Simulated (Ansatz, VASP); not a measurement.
# One calculation of Nb, two programs

```
CELL_PARAMETERS angstrom
3.04885 0.00000 0.00000
-1.52442 2.64038 0.00000
0.00000 0.00000 4.94844
ATOMIC_POSITIONS crystal
Nb 0.33333 0.66667 0.25000
Nb 0.66667 0.33333 0.75000
```

Alike in both runs: task single point; functional r2SCAN; k mesh 6 × 6 × 4; occupations gaussian, width 0.1 eV; no spin polarisation.

```csv
,VASP,Ansatz
version,VASP 6.6.1,Ansatz 0.2.0
potentials or method,"VASP PAW PBE potentials, release 64 (Nb_sv), cutoff 520 eV","scalar-relativistic, plane waves, PAW"
valence electrons in the cell,26,26
```

Ansatz gave:

```
gap on the k mesh at the Fermi level (eV)                     : none
pressure (GPa)                                                : -10.5
traceless stress, the component that is largest in VASP (GPa) : 5.25
```

Question: Estimate VASP's values.

Answer: gap on the k mesh at the Fermi level (eV): none; pressure (GPa): -10.7; traceless stress, the component that is largest in VASP (GPa): 5.32.

VASP's potentials were made for PBE, not for r2SCAN. A gap of «none» marks a metal or a gap that the smearing closes. The functional is the same, so the differences come from potentials, cutoffs and numerics.

The k mesh is coarse, so the values compare programs but aren't converged.
